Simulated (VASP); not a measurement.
MgO, 2 atoms in the cell. Symmetry: Fm-3m, No. 225, cubic system. Conventional cell: a = 4.254 Å, b = 4.254 Å, c = 4.254 Å, α = 90.00°, β = 90.00°, γ = 90.00°. Within 2.8 Å of Mg (site symmetry m-3m) lie 6 O at 2.13 Å. O (site symmetry m-3m) has 6 Mg at 2.13 Å within 2.8 Å. 

| Property | Result |
| --- | --- |
| Program | VASP 6.6.1 |
| Task | single point |
| Functional | LDA |
| Potentials or basis | VASP PAW LDA potentials, release 64 (Mg_sv, O) |
| Cutoff | 840 eV |
| k mesh | 10 × 10 × 10 |
| Occupations | gaussian, width 0.02 eV |
| Spin | non-collinear spin, zero start, spin-orbit coupling |
| Starting moments | [[0.0, 0.0, 0.0], [0.0, 0.0, 0.0]] μB |
| Dipole correction | no |
| Further INCAR settings | ALGO = Normal; EDIFF = 1e-06; NBANDS = 28 |

Potentials or basis: VASP PAW LDA potentials, release 64 (Mg_sv, O).

Run with:

```sh
$ cat potpaw_LDA.64/Mg_sv/POTCAR potpaw_LDA.64/O/POTCAR > POTCAR
$ mpirun -np 1 vasp_ncl > vasp.out
```

Hardware: 1 thread of Intel(R) Xeon(R) Platinum 8259CL CPU @ 2.50GHz (Skylake/Cascade Lake), with other jobs on the host.

Problem. Estimate the wall time of this run.

Solution. Wall time 85 s on 1 thread of Intel(R) Xeon(R) Platinum 8259CL CPU @ 2.50GHz (Skylake/Cascade Lake), on a shared host, peak memory 0.24 GiB. Counts: scf iterations 12, k points 47.
